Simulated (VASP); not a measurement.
# Al16O23 (a cell with a defect) in VASP: notebook

Runs on Al16O23 (a cell with a defect). Level: PBEsol. Tasks: single point.

Everything below comes from runs of VASP 6.6.1. Logs are shortened: lines on timing, memory, paths and dates and some standing lists are left out, and cuts for length are marked.

## Step 1: The cell of the first run

The cell holds a defect, 39 atoms: a = 6.988 Å, b = 6.988 Å, c = 6.988 Å, α = 85.73°, β = 85.73°, γ = 85.73°.

## Step 2: Single point, PBEsol

The input, INCAR:

```
PREC = Accurate
ENCUT = 520
EDIFF = 1E-7
ISMEAR = 0
SIGMA = 0.05
LREAL = Auto
LASPH = True
NELM = 100
ALGO = Normal
ISIF = 2
LWAVE = False
LCHARG = False
GGA = PS
NBANDS = 118
NELECT = 184.0
```

The input, KPOINTS:

```
regular mesh
0
Gamma
  2 2 2
```

The input, POSCAR:

```
Al16O23
1.0
   -4.7537000220     -2.7445500000      4.3241670000
    4.7537000110     -2.7445499810      4.3241670000
    0.0000000110      5.4890999810      4.3241670000
Al O
16 23
Direct
    0.3502412379      0.3526235380      0.3555467342
    0.1444532658      0.1473764620      0.1497587621
    0.6474931791      0.6460131770      0.6481836041
    0.8518163959      0.8539868230      0.8525068209
    0.8219281650      0.8649241759      0.3415697602
    0.6442954195      0.6423563146      0.1434873927
    0.1454520549      0.1458737647      0.6489062920
    0.3585790149      0.3409146934      0.8528633743
    0.8539734639      0.3503210760      0.8491107754
    0.6508892246      0.1496789240      0.6460265361
    0.1517539768      0.6374264366      0.1291814056
    0.3708185944      0.8625735634      0.3482460232
    0.3565126073      0.8576436854      0.8557045805
    0.1584302398      0.6350758241      0.6780718350
    0.6471366257      0.1590853066      0.1414209851
    0.8510937080      0.3541262353      0.3545479451
    0.5988156574      0.4025240524      0.7489927384
    0.7527938619      0.6045035118      0.4012879457
    0.3956225154      0.7499096277      0.5912525054
    0.3905972500      0.6045301316      0.2589937272
    0.2483845578      0.4021308983      0.5982397535
    0.5957560804      0.2520195429      0.4015904351
    0.0987120543      0.8954964882      0.7472061381
    0.2435781162      0.0898225074      0.4045594017
    0.9033989079      0.2500000000      0.5966010921
    0.9017602465      0.0978691017      0.2516154422
    0.7505395679      0.9019976615      0.5921400647
    0.2410062728      0.8954698684      0.1094027500
    0.0954405983      0.4101774926      0.2564218838
    0.2663037005      0.5909684954      0.9036064115
    0.9087474946      0.7500903723      0.1043774846
    0.9078599353      0.5980023385      0.7494604321
    0.7503120233      0.4042939660      0.0955106088
    0.0984095649      0.2479804571      0.9042439196
    0.5963935885      0.9090315046      0.2336962995
    0.7510072616      0.0974759476      0.9011843426
    0.3990574258      0.2500000000      0.1009425742
    0.4044893912      0.0957060340      0.7496879767
    0.5991467691      0.7500000000      0.9008532309
```

Potentials or basis: VASP PAW PBE potentials, release 64 (Al, O).

Launch:

```console
$ cat potpaw_PBE.64/Al/POTCAR potpaw_PBE.64/O/POTCAR > POTCAR
$ mpirun -np 1 vasp_std > vasp.out
```

OUTCAR:

```text
PREC = Accurate
   ENCUT = 520
   EDIFF = 1E-7
   ISMEAR = 0
   LREAL = Auto
   LASPH = True
   NELM = 100
   ISIF = 2
   GGA = PS
   NELECT = 184.0

 ion  position               nearest neighbor table
   1  0.350  0.353  0.356-  21 1.84  22 1.85  20 1.87  29 1.96  37 1.96  24 2.03   2 2.67   7 2.79
                            15 2.79  11 2.80   6 3.20  10 3.21  14 3.25
   2  0.144  0.147  0.150-  26 1.84  34 1.85  28 1.87  24 1.96  37 1.96  29 2.03   1 2.67  16 2.79
                             8 2.79  12 2.80  13 3.20   9 3.21   5 3.25
   3  0.647  0.646  0.648-  17 1.84  18 1.86  19 1.91  39 1.96  27 1.98  32 2.00   4 2.67   9 2.78
                             5 2.80  13 2.80  12 3.18  16 3.19   8 3.23
   4  0.852  0.854  0.853-  36 1.84  23 1.86  31 1.91  39 1.96  32 1.98  27 2.00   3 2.67  10 2.78
                            14 2.80   6 2.80  11 3.18   7 3.19  15 3.23
   5  0.822  0.865  0.342-  35 1.79  26 1.81  27 1.82  18 1.93  31 1.93   6 2.60  15 2.67   3 2.80
                            11 3.06  10 3.13  12 3.15   2 3.25
   6  0.644  0.642  0.143-  33 1.81  39 1.84  20 1.92  18 2.00  35 2.01  31 2.04   5 2.60  12 2.75
                            16 2.79   4 2.80  13 3.17   1 3.20   9 3.21
   7  0.145  0.146  0.649-  25 1.84  24 1.85  23 1.87  34 1.97  21 1.98  38 1.99   8 2.65   9 2.75
                            13 2.79   1 2.79   4 3.19  16 3.21  12 3.24
   8  0.359  0.341  0.853-  37 1.84  17 1.85  30 1.87  38 1.90  34 1.97  21 2.00   7 2.65  14 2.67
                            10 2.74   2 2.79  15 3.10  11 3.14   3 3.23
   9  0.854  0.350  0.849-  34 1.86  32 1.87  33 1.87  25 1.94  36 1.96  17 1.96  10 2.62  15 2.74
                             7 2.75   3 2.78  14 3.13   6 3.21   2 3.21
  10  0.651  0.150  0.646-  22 1.86  27 1.87  38 1.87  25 1.94  17 1.96  36 1.96   9 2.62   8 2.74
                            16 2.75   4 2.78   5 3.13  13 3.21   1 3.21
  11  0.152  0.637  0.129-  30 1.76  29 1.82  31 1.83  28 1.94  20 1.95  13 2.75   1 2.80  12 2.87
                             5 3.06   8 3.14  14 3.15   4 3.18  16 3.24
  12  0.371  0.863  0.348-  35 1.76  24 1.82  19 1.83  20 1.94  28 1.95   6 2.75   2 2.80  11 2.87
                            14 3.06  15 3.14   5 3.15   3 3.18   7 3.24
  13  0.357  0.858  0.856-  38 1.81  39 1.84  28 1.92  23 2.00  30 2.01  19 2.04  14 2.60  11 2.75
                             7 2.79   3 2.80   6 3.17   2 3.20  10 3.21
  14  0.158  0.635  0.678-  30 1.79  21 1.81  32 1.82  23 1.93  19 1.93  13 2.60   8 2.67   4 2.80
                            12 3.06   9 3.13  11 3.15   1 3.25
  15  0.647  0.159  0.141-  37 1.84  36 1.85  35 1.87  33 1.90  22 1.97  26 2.00  16 2.65   5 2.67
                             9 2.74   1 2.79   8 3.10  12 3.14   4 3.23
  16  0.851  0.354  0.355-  25 1.84  29 1.85  18 1.87  22 1.97  26 1.98  33 1.99  15 2.65  10 2.75
                             6 2.79   2 2.79   3 3.19   7 3.21  11 3.24
  17  0.599  0.403  0.749-   3 1.84   8 1.85  10 1.96   9 1.96
  18  0.753  0.605  0.401-   3 1.86  16 1.87   5 1.93   6 2.00
  19  0.396  0.750  0.591-  12 1.83   3 1.91  14 1.93  13 2.04
  20  0.391  0.605  0.259-   1 1.87   6 1.92  12 1.94  11 1.95
  21  0.248  0.402  0.598-  14 1.81   1 1.84   7 1.98   8 2.00
  22  0.596  0.252  0.402-   1 1.85  10 1.86  16 1.97  15 1.97
[... 15 lines left out ...]
  38  0.404  0.096  0.750-  13 1.81  10 1.87   8 1.90   7 1.99
  39  0.599  0.750  0.901-   6 1.84  13 1.84   4 1.96   3 1.96

  LATTYP: Found a trigonal (rhomboedric) cell.
 ALAT       =     6.9877491974
 COS(alpha) =     0.0744094229

  Lattice vectors:

 A1 = (  -4.7537000220,  -2.7445500000,   4.3241670000)
 A2 = (   4.7537000110,  -2.7445499810,   4.3241670000)
 A3 = (   0.0000000110,   5.4890999810,   4.3241670000)

Analysis of symmetry for initial positions (statically):
=====================================================================
 Subroutine PRICEL returns:
 Original cell was already a primitive cell.

 Routine SETGRP: Setting up the symmetry group for a
 trigonal (rhombohedral) supercell.

 Subroutine GETGRP returns: Found  2 space group operations
 (whereof  1 operations were pure point group operations)
 out of a pool of 12 trial point group operations.

The static configuration has the point symmetry C_1 .
 The point group associated with its full space group is C_2 .

Analysis of symmetry for dynamics (positions and initial velocities):
=====================================================================
 Subroutine PRICEL returns:
 Original cell was already a primitive cell.

 Routine SETGRP: Setting up the symmetry group for a
 trigonal (rhombohedral) supercell.

 Subroutine GETGRP returns: Found  2 space group operations
 (whereof  1 operations were pure point group operations)
 out of a pool of 12 trial point group operations.

The dynamic configuration has the point symmetry C_1 .
 The point group associated with its full space group is C_2 .

[... 113 lines left out ...]
     0.052590614 -0.030363205  0.038543069     0.000000000  0.500000000  0.000000000
    -0.000000000  0.060726410  0.038543069     0.000000000  0.000000000  0.500000000

  Length of vectors
     0.071925413  0.071925413  0.071925413

  Shift w.r.t. Gamma in fractional coordinates (k-lattice)
     0.000000000  0.000000000  0.000000000

 Subroutine IBZKPT returns following result:
 ===========================================

 Found      6 irreducible k-points:

 Following reciprocal coordinates:
            Coordinates               Weight
  0.000000  0.000000  0.000000      1.000000
  0.500000  0.000000 -0.000000      2.000000
  0.000000  0.500000  0.000000      1.000000
  0.500000  0.500000  0.000000      2.000000
  0.500000  0.000000  0.500000      1.000000
  0.500000  0.500000  0.500000      1.000000
   k-points           NKPTS =      6   k-points in BZ     NKDIM =      6   number of bands    NBANDS=    118
   number of dos      NEDOS =    301   number of ions     NIONS =     39
   total plane-waves  NPLWV = 157464
   dimension x,y,z NGX =    54 NGY =   54 NGZ =   54
   dimension x,y,z NGXF=   108 NGYF=  108 NGZF=  108
   ions per type =              16  23
   NGX,Y,Z   is equivalent  to a cutoff of  12.85, 12.85, 12.85 a.u.
   NGXF,Y,Z  is equivalent  to a cutoff of  25.69, 25.69, 25.69 a.u.
 SYSTEM =  unknown system
   PREC   = accura    normal or accurate (medium, high low for compatibility)
   ISTART =      0    job   : 0-new  1-cont  2-samecut
   ICHARG =      2    charge: 1-file 2-atom 10-const
   ISPIN  =      1    spin polarized calculation?
   LNONCOLLINEAR =      F non collinear calculations
   LSORBIT =      F    spin-orbit coupling
   LASPH  =      T    aspherical Exc in radial PAW
   ENCUT  =  520.0 eV  38.22 Ry    6.18 a.u.  12.99 12.99 12.99*2*pi/ulx,y,z
   NELM   =    100;   NELMIN=  2; NELMDL= -5     # of ELM steps
   EDIFF  = 0.1E-06   stopping-criterion for ELM
   LREAL  =      T    real-space projection
   EDIFFG = 0.1E-05   stopping-criterion for IOM
   NSW    =      0    number of steps for IOM
   IBRION =     -1    ionic relax: 0-MD 1-quasi-New 2-CG
   NFREE  =      0    steps in history (QN), initial steepest desc. (CG)
   ISIF   =      2    stress and relaxation
   ISYM   =      2    0-nonsym 1-usesym 2-fastsym
   POTIM  = 0.5000    time-step for ionic-motion
   TEBEG  =    0.0;   TEEND  =   0.0 temperature during run
   PSTRESS=    0.0 pullay stress
   NELECT =     184.0000    total number of electrons
   NUPDOWN=      -1.0000    fix difference up-down
   EMIN   =  10.00;   EMAX   =-10.00  energy-range for DOS
   EFERMI =   0.00;   METHOD = LEGACY
   ISMEAR =     0;   SIGMA  =   0.05  broadening in eV -4-tet -1-fermi 0-gaus
   EFERMI_NEDOS =   21; number of points for ismear=-14 and -15
   IALGO  =     38    algorithm
   IMIX   =      4    mixing-type and parameters
     AMIX     =   0.40;   BMIX     =  1.00
     AMIX_MAG =   1.60;   BMIX_MAG =  1.00
  volume/ion in A,a.u.               =       8.68        58.57
  Fermi-wavevector in a.u.,A,eV,Ry     =   1.336068  2.524802 24.287457  1.785078
  Thomas-Fermi vector in A             =   2.464723
   LORBIT       =      0    0 simple, 1 ext, 2 COOP (PROOUT), +10 PAW based schemes
   GGA     = PS    functional components
   LHFCALC =     F    Hartree Fock is set to
   AEXX    =    0.0000 exact exchange contribution
   IVDW    =     0    specifies the selected vdW correction
   LEPSILON=     F    determine dielectric tensor
   LRPA    =     F    only Hartree local field effects (RPA)
 non-spin polarized calculation
 Gauss-broadening in eV      SIGMA  =   0.05
  energy-cutoff  :      520.00
  volume of cell :      338.50
 maximum number of plane-waves:      9142
 NGX is ok and might be reduce to    54
   NGX = 25   NGY = 25   NGZ = 25

 number of electron     183.9999996 magnetization

 Free energy of the ion-electron system (eV)
  ---------------------------------------------------
  ext. energy  EPLUGINS =         0.00000000
  ---------------------------------------------------
  free energy    TOTEN  =      -320.10581543 eV

  energy without entropy =     -320.10581543  energy(sigma->0) =     -320.10581543

 E-fermi :   6.2198     XC(G=0): -11.7394

 val. band max:        5.9166481079   @ k =   0.0000   0.0000   0.0000
 cond. band min:       9.0674083159   @ k =   0.0000   0.0000   0.0000
 fundamental gap:      3.1507602080
 Fermi energy:         6.2198443823

 k-point     1 :       0.0000    0.0000    0.0000
  band No.  band energies     occupation
      1     -13.2486      2.00000
      2     -12.3175      2.00000
      3     -12.0465      2.00000
      4     -12.0268      2.00000
      5     -11.5825      2.00000
      6     -11.3547      2.00000
[... 631 lines left out ...]
    103      15.4729      0.00000
    104      15.5730      0.00000
 [bands above 104 left out]

------------------------ aborting loop because EDIFF is reached ----------------------------------------

  FORCE on cell =-STRESS in cart. coord.  units (eV):
  Direction    XX          YY          ZZ          XY          YZ          ZX
  --------------------------------------------------------------------------------------
  -------------------------------------------------------------------------------------
  Total      -12.3353235    -11.9016010    -16.9748263      0.3756147      1.3732529     -2.3785438
  in kB      -58.3854321    -56.3325411    -80.3450812      1.7778557      6.4998672    -11.2581001
  external PRESSURE =     -65.0210181 kB  Pullay stress =       0.0000000 kB

 VOLUME and BASIS-vectors are now :
 -----------------------------------------------------------------------------
  energy-cutoff  :      520.00
  volume of cell :      338.50
      direct lattice vectors                 reciprocal lattice vectors
    -4.753700022 -2.744550000  4.324167000    -0.105181227 -0.060726409  0.077086138
     4.753700011 -2.744549981  4.324167000     0.105181227 -0.060726410  0.077086138
     0.000000011  5.489099981  4.324167000    -0.000000000  0.121452819  0.077086138

 POSITION                                       TOTAL-FORCE (eV/Angst)
 -----------------------------------------------------------------------------------
      0.01132      0.02258      4.57675         0.002857      0.002878     -0.000328
      0.01390      0.02110      1.90950         0.001064      0.003913      0.000328
     -0.00704      0.00785      8.39619         0.002175      0.005321     -0.000349
      0.01032     -0.00217     11.06256         0.003521      0.004544      0.000349
      0.20439     -2.75474      8.77124        -0.009947     -0.008732      0.010388
     -0.00922     -2.74366      6.18416         0.015146     -0.004512      0.000884
[... 31 lines left out ...]
     -1.46786      2.74230      5.40470        -0.002299     -0.005767     -0.002391
      0.71711      1.24207      9.72938        -0.005088     -0.008812      0.000000
 -----------------------------------------------------------------------------------
    total drift:                                0.023795      0.041216     -0.000000

  FREE ENERGIE OF THE ION-ELECTRON SYSTEM (eV)
  ---------------------------------------------------
  free  energy   TOTEN  =      -320.1058154292 eV

  energy  without entropy=     -320.1058154292  energy(sigma->0) =     -320.10581543
```

It took 18 min on 1 thread of Intel Xeon 8259CL, shared host; peak memory 0.46 GiB.

Results:

- Free energy: -320.1058 eV
- Largest force: 0.019 eV/Å

Forces on the atoms (eV/Å):
```
Al   0.003  0.003  0.000
Al   0.001  0.004  0.000
Al   0.002  0.005  0.000
Al   0.004  0.005  0.000
Al  -0.010 -0.009  0.010
Al   0.015 -0.005  0.001
Al  -0.003  0.001 -0.008
Al   0.009 -0.006  0.015
Al   0.000  0.000  0.008
Al   0.000  0.001 -0.008
Al   0.002  0.002  0.004
Al   0.001  0.003 -0.004
Al  -0.011  0.011 -0.001
Al  -0.003 -0.013 -0.010
Al  -0.010  0.005 -0.015
Al   0.002 -0.002  0.008
O    0.004 -0.004  0.002
O   -0.008  0.001 -0.009
O   -0.002 -0.001  0.001
O    0.003  0.005  0.001
O   -0.002 -0.005 -0.009
O    0.003  0.000 -0.003
O    0.005 -0.006  0.009
O    0.010  0.006  0.003
O   -0.002 -0.004  0.000
O   -0.004 -0.004  0.009
O   -0.003  0.006  0.012
O    0.003  0.005 -0.001
O    0.000  0.011 -0.003
O   -0.006 -0.001  0.003
O    0.001 -0.002 -0.001
O    0.007  0.001 -0.012
O   -0.004 -0.005  0.002
O   -0.002  0.002  0.003
O    0.002 -0.006 -0.003
O   -0.005  0.002 -0.002
O    0.004  0.007  0.000
O   -0.002 -0.006 -0.002
O   -0.005 -0.009  0.000
```

Levels at points of the mesh, in eV from the Fermi level:
```
           k point  band 88  band 89  band 90  band 91  band 92  band 93  band 94  band 95  band 96  band 97
(0.00, 0.00, 0.00)    -0.56    -0.56    -0.39    -0.38    -0.30     2.85     6.52     7.25     7.84     8.17
(0.50, 0.00, 0.00)    -0.76    -0.63    -0.56    -0.50    -0.40     3.25     6.55     7.42     7.81     8.13
(0.00, 0.50, 0.00)    -0.75    -0.73    -0.70    -0.46    -0.37     3.14     6.94     7.39     7.71     7.85
(0.50, 0.50, 0.00)    -0.67    -0.63    -0.57    -0.50    -0.40     3.30     6.93     7.38     7.83     8.24
(0.50, 0.00, 0.50)    -0.68    -0.59    -0.59    -0.47    -0.38     3.34     6.86     7.31     8.25     8.26
(0.50, 0.50, 0.50)    -0.62    -0.56    -0.47    -0.43    -0.42     3.35     6.99     7.54     7.82     8.40
```

Caveat: the k points lie up to 0.45 Å⁻¹ apart; the cell carries a net charge on a neutralising background, which shifts energy and pressure; the cell is charged against a uniform background, so pressure and absolute levels hang on convention; the PAW data sets were made with another functional, which shifts forces and pressure a little.

(Part 1 of 2 ends here.)
